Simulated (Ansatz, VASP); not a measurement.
**C in VASP and in Ansatz**

```
C
1.0
     0.00000    1.54694    1.54694
     1.54694    0.00000    1.54694
     1.54694    1.54694    0.00000
C
2
Direct
  0.87500 0.87500 0.87500
  0.12500 0.12500 0.12500
```

Change from the starting cell: volume scaled by 0.65, LAPW.

Alike in both runs: task single point; functional PBE; k mesh 18 × 18 × 18; occupations fermi-dirac, width 0.1 eV; no spin polarisation.

```csv
,VASP,Ansatz
version,VASP 6.6.1,Ansatz 0.2.0
potentials or method,"VASP PAW PBE potentials, release 64 (C), cutoff 520 eV","all-electron LAPW, scalar-relativistic"
```

|  | VASP | Ansatz | Ansatz less VASP |
| --- | --- | --- | --- |
| gap on the k mesh at the Fermi level (eV) | 5.20 | 5.22 | +0.022 |
| pressure (GPa) | 404.7 | 402.5 | -2.26 |

Both programs put the cell under a high pressure, so it lies far from rest at this level. Ansatz ran all-electron here, and VASP with PAW potentials.

Noted on VASP's run: the cell as given lies far from equilibrium.
